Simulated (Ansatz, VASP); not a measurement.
# KI: VASP beside Ansatz

Contents of INCAR:

```
SYSTEM = KI
PREC = Accurate
ENCUT = 520
EDIFF = 1E-6
ISMEAR = 0
SIGMA = 0.05
LREAL = .FALSE.
LASPH = .TRUE.
NELM = 80
ALGO = Normal
ISIF = 2
LWAVE = .FALSE.
LCHARG = .FALSE.
GGA = PS
NBANDS = 15
```

The input KPOINTS:

```
Automatic mesh
0
G
  6 6 6
  0 0 0
```

File POSCAR:

```
KI
1.0
    4.2911966600      0.0000000000      0.0000000000
    0.0000000000      4.2911966600      0.0000000000
    0.0000000000      0.0000000000      4.2911966600
K I
1 1
Direct
    0.0432549577      0.0432549577      0.0000000000
    0.5000000000      0.5000000000      0.5000000000
```

Input for Ansatz:

```yaml
crystal:
  lattice:
    - [4.29119666, 0.0, 0.0]
    - [0.0, 4.29119666, 0.0]
    - [0.0, 0.0, 4.29119666]
  atoms:
    - { symbol: K, position: [0.0432549577, 0.0432549577, 0.0] }
    - { symbol: I, position: [0.5, 0.5, 0.5] }
basis:
  ecutwfc: 420
kpoints:
  mp_grid: { grid: [6, 6, 6] }
hamiltonian:
  xc: pbesol
scf:
  occupations: { method: gaussian, width: 0.05 }
output:
  forces: true
  stress: true
  eigenvalues: true
```

Change from the starting cell: all K atoms moved +0.263 Å, as atom 1 along Cartesian [1 1 0].

Alike in both runs: task single point; functional PBEsol; k mesh 6 × 6 × 6; occupations gaussian, width 0.05 eV; no spin polarisation.

```csv
,VASP,Ansatz
version,VASP 6.6.1,Ansatz 0.2.0
potentials or method,"VASP PAW PBE potentials, release 64 (K_sv, I), cutoff 520 eV","scalar-relativistic, plane waves, PAW"
valence electrons in the cell,16,26
```

Ansatz gave:

* gap on the k mesh at the Fermi level (eV): 3.22
* least direct gap on the mesh (eV): 3.57
* pressure (GPa): -0.4
* traceless stress, the component that is largest in VASP (GPa): 0.24
* rms of the force components (eV/Å): 0.081

Task: What did VASP give for the same quantities?

Result: gap on the k mesh at the Fermi level (eV): 3.21; least direct gap on the mesh (eV): 3.57; pressure (GPa): -0.3; traceless stress, the component that is largest in VASP (GPa): 0.24; rms of the force components (eV/Å): 0.082.

VASP's potentials were made for PBE, not for PBEsol. Atom by atom the forces differ by 0.002 eV/Å (rms over components). VASP's potentials hold 16 valence electrons a cell and Ansatz's 26, so a difference there can come from the potentials and not from the codes.

Spin-orbit coupling is off throughout.
